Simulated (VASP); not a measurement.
V: single point with PBEsol

V:

```
V
1.0
     2.52617    0.00000    0.00000
    -1.26308    2.18772    0.00000
     0.00000    0.00000    4.79419
V
2
Direct
  0.66667 0.33333 0.75000
  0.33333 0.66667 0.25000
```

This cell differs from its parent crystal: strain -0.030 along x and y, +0.015 along z.

* Program: VASP 6.6.1
* Task: single point
* Functional: PBEsol
* Potentials or basis: VASP PAW PBE potentials, release 64 (V_sv)
* Cutoff: 520 eV
* k mesh: 21 × 21 × 10
* Occupations: gaussian, width 0.15 eV
* Spin: no spin polarisation

```
Pressure               : 1.5 GPa
Band gap on the k mesh : zero (band 13 reaches 11.94 eV, above the bottom of band 14 at 9.52 eV)
```

Stress tensor (GPa, compression positive):
```
 5.15  0.00  0.00
 0.00  5.15  0.00
 0.00  0.00 -5.67
```

Levels at points of the mesh, in eV from the Fermi level:
| k point | band 9 | band 10 | band 11 | band 12 | band 13 | band 14 | band 15 | band 16 | band 17 | band 18 |
| --- | --- | --- | --- | --- | --- | --- | --- | --- | --- | --- |
| (0.00, 0.00, 0.00) | -6.96 | -3.60 | -0.95 | -0.55 | 0.38 | 0.38 | 0.65 | 0.65 | 2.16 | 2.16 |
| (0.00, 0.00, 0.50) | -5.23 | -5.23 | -1.31 | -1.31 | 0.43 | 0.43 | 0.43 | 0.43 | 2.73 | 2.73 |

Wall time 56 s on 1 thread of Intel(R) Xeon(R) 6975P-C (Granite Rapids), with other jobs on the host, peak memory 0.23 GiB.

Caveat: the cell differs from its parent crystal (strain -0.030 along x and y, +0.015 along z); the PAW data sets were made with another functional, which shifts forces and pressure a little.
